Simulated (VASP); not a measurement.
Here is a VASP 6.6.1 calculation.

Contents of INCAR:

```
PREC = Accurate ; ENCUT = 520
EDIFF = 1E-6 ; ISMEAR = 0
SIGMA = 0.1 ; LREAL = F
LASPH = T ; NELM = 100
ALGO = Normal ; ISIF = 2
LWAVE = F ; LCHARG = T
GGA = PE ; LELF = T
LVHAR = T ; NBANDS = 16
```

The input KPOINTS:

```
regular mesh
0
Gamma
  6 6 4
```

File POSCAR:

```
Al3C2
1.0
    5.3341429370      0.0000000000      0.0000000000
   -2.6670714685      4.6195032909      0.0000000000
    0.0000000000      0.0000000000      2.8804030503
Al C
3 2
Direct
    0.5000000000      0.0000000000      0.5000000000
    0.0000000000      0.5000000000      0.5000000000
    0.5000000000      0.5000000000      0.5000000000
    0.3333333333      0.6666666667      0.9999427314
    0.6666666667      0.3333333333      0.0000572686
```

Potentials or basis: VASP PAW PBE potentials, release 64 (Al, C).

Run with:

```console
$ cat potpaw_PBE.64/Al/POTCAR potpaw_PBE.64/C/POTCAR > POTCAR
$ mpirun -np 1 vasp_std > vasp.out
```

Q: Predict the pressure.

A: 0.1 GPa.

Q: Estimate the band gap on the k mesh.

A: Zero (an odd number of electrons rules out a gap without spin polarisation).

Caveat: the k points lie up to 0.55 Å⁻¹ apart, too coarse for converged energies and pressures of a metal.
